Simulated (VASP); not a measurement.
# PF2 (P4_2/mmc) in VASP: notebook

Runs on PF2. Level: PBE+D3(BJ). Tasks: single point, relaxation of cell and atoms.

Everything below comes from runs of VASP 6.6.1. Logs are shortened: lines on timing, memory, paths and dates and some standing lists are left out, and cuts for length are marked.

## Step 1: The cell of the first run

It takes space group P4_2/mmc (No. 131, tetragonal). The conventional cell has a = 3.785 Å, b = 3.785 Å, c = 6.246 Å, α = 90.00°, β = 90.00°, γ = 90.00°. Within 2.5 Å of P (site symmetry -4m2) lie 4 F at 1.91 Å. F (site symmetry m2m) has 1 F at 1.57 Å and 2 P at 1.91 Å within 2.1 Å.

The cell was generated, and may not be a known phase.

## Step 2: Single point, PBE+D3(BJ)

INCAR reads:

```
PREC     = Accurate       # precision mode
ENCUT    = 520            # plane-wave cutoff, eV
EDIFF    = 1E-6           # SCF threshold, eV
ISMEAR   = 0              # smearing method
SIGMA    = 0.1            # smearing width, eV
LREAL    = False          # projectors in reciprocal space
LASPH    = True           # aspherical terms in the spheres
NELM     = 80             # most SCF steps
ALGO     = Fast           # electronic algorithm
ISIF     = 2              # what is computed and relaxed
LWAVE    = False          # write WAVECAR
LCHARG   = False          # write CHGCAR
GGA      = PE             # functional
IVDW     = 12             # dispersion correction
NBANDS   = 28             # bands
```

KPOINTS reads:

```
regular mesh
0
Gamma
  4 4 4
```

POSCAR reads:

```
PF2
1.0
    3.7850976500      0.0000000000      0.0000000000
    0.0000000000      3.7850976500      0.0000000000
    0.0000000000      0.0000000000      6.2460088500
P F
2 4
Direct
    0.0000000000      0.0000000000      0.2500000000
    0.0000000000      0.0000000000      0.7500000000
    0.2924366400      0.0000000000      0.0000000000
    0.7075633600      0.0000000000      0.0000000000
    0.0000000000      0.2924366400      0.5000000000
    0.0000000000      0.7075633600      0.5000000000
```

Potentials or basis: VASP PAW PBE potentials, release 64 (P, F).

Command:

```
$ cat potpaw_PBE.64/P/POTCAR potpaw_PBE.64/F/POTCAR > POTCAR
$ mpirun -np 1 vasp_std > vasp.out
```

OUTCAR:

```text
PREC = Accurate
   ENCUT = 520
   EDIFF = 1E-6
   ISMEAR = 0
   LREAL = False
   LASPH = True
   NELM = 80
   ISIF = 2
   GGA = PE
   IVDW = 12
 IVDW          = 12

 ion  position               nearest neighbor table
   1  0.000  0.000  0.250-   3 1.91   4 1.91   5 1.91   6 1.91
   2  0.000  0.000  0.750-   3 1.91   4 1.91   5 1.91   6 1.91
   3  0.292  0.000  0.000-   4 1.57   2 1.91   1 1.91
   4  0.708  0.000  0.000-   3 1.57   2 1.91   1 1.91
   5  0.000  0.292  0.500-   6 1.57   2 1.91   1 1.91
   6  0.000  0.708  0.500-   5 1.57   2 1.91   1 1.91

  LATTYP: Found a simple tetragonal cell.
 ALAT       =     3.7850976500
 C/A-ratio  =     1.6501579160

  Lattice vectors:

 A1 = (   3.7850976500,   0.0000000000,   0.0000000000)
 A2 = (   0.0000000000,   3.7850976500,   0.0000000000)
 A3 = (   0.0000000000,   0.0000000000,   6.2460088500)

Analysis of symmetry for initial positions (statically):
=====================================================================
 Subroutine PRICEL returns:
 Original cell was already a primitive cell.

 Routine SETGRP: Setting up the symmetry group for a
 simple tetragonal supercell.

 Subroutine GETGRP returns: Found 16 space group operations
 (whereof  8 operations were pure point group operations)
 out of a pool of 16 trial point group operations.

The static configuration has the point symmetry D_2h.
 The point group associated with its full space group is D_4h.

Analysis of symmetry for dynamics (positions and initial velocities):
=====================================================================
 Subroutine PRICEL returns:
 Original cell was already a primitive cell.

 Routine SETGRP: Setting up the symmetry group for a
 simple tetragonal supercell.

 Subroutine GETGRP returns: Found 16 space group operations
 (whereof  8 operations were pure point group operations)
 out of a pool of 16 trial point group operations.

The dynamic configuration has the point symmetry D_2h.
 The point group associated with its full space group is D_4h.

 Subroutine INISYM returns: Found 16 space group operations
 (whereof  8 operations are pure point group operations),
 and found     1 'primitive' translations

----------------------------------------------------------------------------------------

                                     Primitive cell

  volume of cell :      89.4863

  direct lattice vectors                    reciprocal lattice vectors
     3.785097650  0.000000000  0.000000000     0.264193977  0.000000000  0.000000000
     0.000000000  3.785097650  0.000000000     0.000000000  0.264193977  0.000000000
     0.000000000  0.000000000  6.246008850     0.000000000  0.000000000  0.160102239

  length of vectors
     3.785097650  3.785097650  6.246008850     0.264193977  0.264193977  0.160102239

  position of ions in fractional coordinates (direct lattice)
     0.000000000  0.000000000  0.250000000
     0.000000000  0.000000000  0.750000000
     0.292436640  0.000000000  0.000000000
     0.707563360  0.000000000  0.000000000
     0.000000000  0.292436640  0.500000000
     0.000000000  0.707563360  0.500000000

  ion indices of the primitive-cell ions
   primitive index   ion index
                 1           1
                 2           2
                 3           3
                 4           4
                 5           5
                 6           6

----------------------------------------------------------------------------------------

 KPOINTS: regular mesh

Automatic generation of k-mesh.
 Grid dimensions read from file:
 generate k-points for:    4    4    4

 Generating k-lattice:

  Cartesian coordinates                     Fractional coordinates (reciprocal lattice)
     0.066048494  0.000000000  0.000000000     0.250000000  0.000000000  0.000000000
     0.000000000  0.066048494  0.000000000     0.000000000  0.250000000  0.000000000
     0.000000000  0.000000000  0.040025560     0.000000000  0.000000000  0.250000000

  Length of vectors
     0.066048494  0.066048494  0.040025560

  Shift w.r.t. Gamma in fractional coordinates (k-lattice)
     0.000000000  0.000000000  0.000000000

 Subroutine IBZKPT returns following result:
 ===========================================

 Found     18 irreducible k-points:

 Following reciprocal coordinates:
            Coordinates               Weight
  0.000000  0.000000  0.000000      1.000000
  0.250000  0.000000  0.000000      4.000000
  0.500000  0.000000  0.000000      2.000000
  0.250000  0.250000  0.000000      4.000000
  0.500000  0.250000  0.000000      4.000000
  0.500000  0.500000  0.000000      1.000000
[... 10 lines left out ...]
  0.500000  0.250000  0.500000      4.000000
  0.500000  0.500000  0.500000      1.000000
   k-points           NKPTS =     18   k-points in BZ     NKDIM =     18   number of bands    NBANDS=     28
   number of dos      NEDOS =    301   number of ions     NIONS =      6
   total plane-waves  NPLWV =  37632
   dimension x,y,z NGX =    28 NGY =   28 NGZ =   48
   dimension x,y,z NGXF=    56 NGYF=   56 NGZF=   96
   ions per type =               2   4
   NGX,Y,Z   is equivalent  to a cutoff of  12.30, 12.30, 12.78 a.u.
   NGXF,Y,Z  is equivalent  to a cutoff of  24.60, 24.60, 25.55 a.u.
 SYSTEM =  unknown system
   PREC   = accura    normal or accurate (medium, high low for compatibility)
   ISTART =      0    job   : 0-new  1-cont  2-samecut
   ICHARG =      2    charge: 1-file 2-atom 10-const
   ISPIN  =      1    spin polarized calculation?
   LNONCOLLINEAR =      F non collinear calculations
   LSORBIT =      F    spin-orbit coupling
   LASPH  =      T    aspherical Exc in radial PAW
   ENCUT  =  520.0 eV  38.22 Ry    6.18 a.u.   7.04  7.04 11.61*2*pi/ulx,y,z
   NELM   =     80;   NELMIN=  2; NELMDL= -5     # of ELM steps
   EDIFF  = 0.1E-05   stopping-criterion for ELM
   LREAL  =      F    real-space projection
   EDIFFG = 0.1E-04   stopping-criterion for IOM
   NSW    =      0    number of steps for IOM
   IBRION =     -1    ionic relax: 0-MD 1-quasi-New 2-CG
   NFREE  =      0    steps in history (QN), initial steepest desc. (CG)
   ISIF   =      2    stress and relaxation
   ISYM   =      2    0-nonsym 1-usesym 2-fastsym
   POTIM  = 0.5000    time-step for ionic-motion
   TEBEG  =    0.0;   TEEND  =   0.0 temperature during run
   PSTRESS=    0.0 pullay stress
   NELECT =      38.0000    total number of electrons
   NUPDOWN=      -1.0000    fix difference up-down
   EMIN   =  10.00;   EMAX   =-10.00  energy-range for DOS
   EFERMI =   0.00;   METHOD = LEGACY
   ISMEAR =     0;   SIGMA  =   0.10  broadening in eV -4-tet -1-fermi 0-gaus
   EFERMI_NEDOS =   21; number of points for ismear=-14 and -15
   IALGO  =     68    algorithm
   IMIX   =      4    mixing-type and parameters
     AMIX     =   0.40;   BMIX     =  1.00
     AMIX_MAG =   1.60;   BMIX_MAG =  1.00
  volume/ion in A,a.u.               =      14.91       100.65
  Fermi-wavevector in a.u.,A,eV,Ry     =   1.230506  2.325319 20.601197  1.514145
  Thomas-Fermi vector in A             =   2.365352
   LORBIT       =      0    0 simple, 1 ext, 2 COOP (PROOUT), +10 PAW based schemes
   GGA     = PE    functional components
   LHFCALC =     F    Hartree Fock is set to
   AEXX    =    0.0000 exact exchange contribution
   IVDW    =    12    specifies the selected vdW correction
   LEPSILON=     F    determine dielectric tensor
   LRPA    =     F    only Hartree local field effects (RPA)
 non-spin polarized calculation
 RMM-DIIS sequential band-by-band and
 Gauss-broadening in eV      SIGMA  =   0.10
  energy-cutoff  :      520.00
  volume of cell :       89.49
 maximum number of plane-waves:      2432
   NGX = 15   NGY = 15   NGZ = 23

 number of electron      38.0000000 magnetization

 Free energy of the ion-electron system (eV)
  ---------------------------------------------------
  ext. energy  EPLUGINS =         0.00000000
  ---------------------------------------------------
  free energy    TOTEN  =       -14.70477757 eV

  energy without entropy =      -14.68433958  energy(sigma->0) =      -14.69455857

 E-fermi :   3.3698     XC(G=0):  -8.7607

 val. band max:        3.3634208730   @ k =   0.2500   0.0000   0.0000
 cond. band min:       3.3828970055   @ k =   0.5000   0.2500   0.5000
 fundamental gap:      0.0194761325
 Fermi energy:         3.3697643629

 k-point     1 :       0.0000    0.0000    0.0000
  band No.  band energies     occupation
      1     -24.2844      2.00000
      2     -24.0780      2.00000
      3     -20.3267      2.00000
      4     -20.3267      2.00000
      5      -9.9832      2.00000
      6      -9.3498      2.00000
[... 20 lines left out ...]
     27      10.7078      0.00000
     28      13.6152      0.00000

 k-point     2 :       0.2500    0.0000    0.0000
  band No.  band energies     occupation
      1     -24.1983      2.00000
      2     -23.8603      2.00000
      3     -20.9413      2.00000
      4     -20.3231      2.00000
      5      -9.7632      2.00000
      6      -8.9600      2.00000
[... 20 lines left out ...]
     27      11.4499      0.00000
     28      12.5701      0.00000

 k-point     3 :       0.5000    0.0000    0.0000
  band No.  band energies     occupation
      1     -24.1714      2.00000
      2     -23.4339      2.00000
      3     -21.6722      2.00000
      4     -20.3194      2.00000
      5      -9.5024      2.00000
      6      -8.8113      2.00000
[... 20 lines left out ...]
     27      11.9160      0.00000
     28      13.0143      0.00000

 k-point     4 :       0.2500    0.2500    0.0000
  band No.  band energies     occupation
      1     -23.9490      2.00000
      2     -23.8065      2.00000
      3     -20.9962      2.00000
      4     -20.8758      2.00000
      5      -9.5264      2.00000
      6      -8.0016      2.00000
[... 392 lines left out ...]
     27      12.7548      0.00000
     28      12.7551      0.00000

 k-point    17 :       0.5000    0.2500    0.5000
  band No.  band energies     occupation
      1     -23.8704      2.00000
      2     -23.4279      2.00000
      3     -21.6741      2.00000
      4     -20.9335      2.00000
      5      -8.3539      2.00000
      6      -8.3252      2.00000
[... 20 lines left out ...]
     27      13.0549      0.00000
     28      13.2754      0.00000

 k-point    18 :       0.5000    0.5000    0.5000
  band No.  band energies     occupation
      1     -23.4225      2.00000
      2     -23.4225      2.00000
      3     -21.6662      2.00000
      4     -21.6662      2.00000
      5      -7.7407      2.00000
      6      -7.7407      2.00000
[... 20 lines left out ...]
     27      13.8163      0.00000
     28      13.8163      0.00000

------------------------ aborting loop because EDIFF is reached ----------------------------------------

 Edisp (eV)   -0.64934

 E8    (eV) :    -0.2042

  FORCE on cell =-STRESS in cart. coord.  units (eV):
  Direction    XX          YY          ZZ          XY          YZ          ZX
  --------------------------------------------------------------------------------------
  -------------------------------------------------------------------------------------
  Total      28.35044    28.35044    13.38051    -0.00000     0.00000     0.00000
  in kB     507.59067   507.59067   239.56680    -0.00000     0.00000     0.00000
  external pressure =      418.25 kB  Pullay stress =        0.00 kB

 VOLUME and BASIS-vectors are now :
 -----------------------------------------------------------------------------
  energy-cutoff  :      520.00
  volume of cell :       89.49
      direct lattice vectors                 reciprocal lattice vectors
     3.785097650  0.000000000  0.000000000     0.264193977  0.000000000  0.000000000
     0.000000000  3.785097650  0.000000000     0.000000000  0.264193977  0.000000000
     0.000000000  0.000000000  6.246008850     0.000000000  0.000000000  0.160102239

 POSITION                                       TOTAL-FORCE (eV/Angst)
 -----------------------------------------------------------------------------------
      0.00000      0.00000      1.56150        -0.000000      0.000000      0.000000
      0.00000      0.00000      4.68451        -0.000000      0.000000     -0.000000
      1.10690      0.00000      0.00000       -11.985822      0.000000     -0.000000
      2.67820      0.00000      0.00000        11.985822      0.000000      0.000000
      0.00000      1.10690      3.12300        -0.000000    -11.985822      0.000000
      0.00000      2.67820      3.12300        -0.000000     11.985822     -0.000000
 -----------------------------------------------------------------------------------
    total drift:                                0.000000      0.000000     -0.000000

  FREE ENERGIE OF THE ION-ELECTRON SYSTEM (eV)
  ---------------------------------------------------
  free  energy   TOTEN  =       -15.3541188854 eV

  energy  without entropy=      -15.3336809024  energy(sigma->0) =      -15.34389989
```

Wall time 48 s (1 thread of Oxide Virtual Turin-like, shared host); peak memory 0.17 GiB.

Results:

- Free energy: -15.3541 eV
- Pressure: 41.8 GPa
- Largest force: 11.986 eV/Å
- Band gap on the k mesh: zero (bands 19 and 20 overlap by 2.28 eV)
- Dispersion energy per atom: -0.108 eV

Forces in eV/Å, atoms in the order of the input:
```
P     0.000   0.000   0.000
P     0.000   0.000   0.000
F   -11.986   0.000   0.000
F    11.986   0.000   0.000
F     0.000 -11.986   0.000
F     0.000  11.986   0.000
```

Caveat: the k points lie up to 0.41 Å⁻¹ apart, too coarse for converged energies and pressures of a metal; forces of over 1 eV/Å act on the atoms, so gaps and moduli don't describe the material at rest.

## Step 3: Single point, PBE+D3(BJ)

This run uses another cell than the first one, of 28.42 Å³/atom.

INCAR reads:

```
SYSTEM = PF2
  PREC = Accurate
  ENCUT = 520
  EDIFF = 1E-6
  ISMEAR = 0
  SIGMA = 0.1
  LREAL = .False.
  LASPH = .True.
  NELM = 80
  ALGO = Fast
  ISIF = 2
  LWAVE = .False.
  LCHARG = .False.
  GGA = PE
  IVDW = 12
  NBANDS = 28
```

KPOINTS reads:

```
Automatic mesh
0
Gamma
  4 4 4
  0 0 0
```

POSCAR reads:

```
PF2
1.0
    5.1104084348      0.0000000000      0.0000000000
    0.0000000000      5.1104084348      0.0000000000
    0.0000000000      0.0000000000      6.5289856276
P F
2 4
Direct
    0.0000000000      0.0000000000      0.2500000000
    0.0000000000      0.0000000000      0.7500000000
    0.2316079485      0.0000000000      0.0000000000
    0.7683920515      0.0000000000      0.0000000000
    0.0000000000      0.2316079485      0.5000000000
    0.0000000000      0.7683920515      0.5000000000
```

Potentials or basis: VASP PAW PBE potentials, release 64 (P, F).

Command:

```
$ cat potpaw_PBE.64/P/POTCAR potpaw_PBE.64/F/POTCAR > POTCAR
$ mpirun -np 1 vasp_std > vasp.out
```

Run time: 80 s. Hardware: 1 thread of Oxide Virtual Turin-like, shared host; peak memory 0.26 GiB.

Results (log left out):

```yaml
Free_energy: -23.0469 eV
Pressure: 0.0 GPa
Largest_force: 0.013 eV/Å
Band_gap_on_the_k_mesh: zero (bands 19 and 20 overlap by 0.77 eV)
Dispersion_energy_per_atom: -0.052 eV
```

Forces on the atoms (eV/Å):
```
P    0.000  0.000  0.000
P    0.000  0.000  0.000
F    0.013  0.000  0.000
F   -0.013  0.000  0.000
F    0.000  0.013  0.000
F    0.000 -0.013  0.000
```

Stress tensor (GPa, compression positive):
```
 0.07  0.00  0.00
 0.00  0.07  0.00
 0.00  0.00 -0.05
```

Levels at points of the mesh, in eV from the Fermi level:
| k point | band 15 | band 16 | band 17 | band 18 | band 19 | band 20 | band 21 | band 22 | band 23 | band 24 |
| --- | --- | --- | --- | --- | --- | --- | --- | --- | --- | --- |
| (0.00, 0.00, 0.00) | -4.69 | -4.15 | -4.15 | -2.00 | 0.43 | 0.43 | 1.43 | 1.43 | 3.32 | 3.84 |
| (0.50, 0.00, 0.00) | -4.74 | -4.40 | -4.14 | -1.96 | 0.02 | 0.46 | 1.23 | 1.46 | 3.68 | 3.99 |
| (0.50, 0.50, 0.00) | -4.88 | -4.84 | -4.11 | -1.92 | 0.08 | 0.08 | 1.29 | 1.29 | 3.99 | 4.17 |
| (0.00, 0.00, 0.50) | -4.16 | -4.16 | -3.28 | -3.28 | -0.05 | -0.05 | 1.79 | 1.79 | 3.17 | 3.17 |
| (0.50, 0.00, 0.50) | -4.78 | -4.16 | -3.23 | -3.03 | -0.41 | -0.01 | 1.47 | 1.81 | 3.52 | 3.85 |
| (0.50, 0.50, 0.50) | -4.90 | -4.90 | -2.98 | -2.98 | -0.34 | -0.34 | 1.52 | 1.52 | 4.04 | 4.04 |

(Continued in part 2 of 2.)

The gap in the log of VASP goes by the Fermi energy; the results here count the filled bands.